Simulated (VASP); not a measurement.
## SiC: electric field gradients with PBE

Crystal: SiC.

```
Si C
1.0
     3.11648    0.00000    0.00000
    -1.55824    2.69895    0.00000
     0.00000    0.00000    5.11443
Si C
2 2
Direct
  0.33333 0.66667 0.00000
  0.66667 0.33333 0.50000
  0.33333 0.66667 0.38500
  0.66667 0.33333 0.88500
```

This cell differs from its parent crystal: volume scaled by 1.04.

```yaml
Program: VASP 6.6.1
Task: electric field gradients
Functional: PBE
Potentials_or_basis: VASP PAW PBE potentials, release 64 (Si, C)
Cutoff: 520 eV
k_mesh: 15 × 15 × 8
Occupations: fermi-dirac, width 0.08 eV
Spin: no spin polarisation
Dipole_correction: no
Further_INCAR_settings: ALGO = Normal; EDIFF = 1e-08; NBANDS = 16
```

The pressure is -4.6 GPa and the largest force is 0.694 eV/Å. The band gap on the k mesh is 2.39 eV, indirect (least direct gap 4.01 eV).

Forces on the atoms (eV/Å):
```
Si   0.000  0.000  0.694
Si   0.000  0.000  0.694
C    0.000  0.000 -0.694
C    0.000  0.000 -0.694
```

Stress tensor (GPa, compression positive):
```
-3.50  0.00  0.00
 0.00 -3.50  0.00
 0.00  0.00 -6.83
```

Levels at points of the mesh, in eV from the valence-band top:
```csv
k point,band 4,band 5,band 6,band 7,band 8,band 9,band 10,band 11,band 12,band 13
"(0.00, 0.00, 0.00)",-1.54,-1.54,-0.28,-0.28,0.00,4.29,5.61,6.28,6.28,7.21
"(0.00, 0.00, 0.50)",-4.38,-0.96,-0.96,-0.96,-0.96,5.36,5.36,6.96,6.96,6.96
```

Electric field gradients, principal values (V/Å²):
| atom | least | middle | greatest (by size) |
| --- | --- | --- | --- |
| 1 Si | -8.329 | -8.329 | 16.659 |
| 2 Si | -8.329 | -8.329 | 16.659 |
| 3 C | -1.344 | -1.345 | 2.689 |
| 4 C | -1.344 | -1.345 | 2.689 |

It took 120 s on 1 thread of Intel Xeon 8259CL, on a shared host, peak memory 0.21 GiB.

Caveat: without QUAD_EFG the Cq values of the log hold for a quadrupole moment of 1 mb, not for the nuclei. A k mesh can miss the band edges.
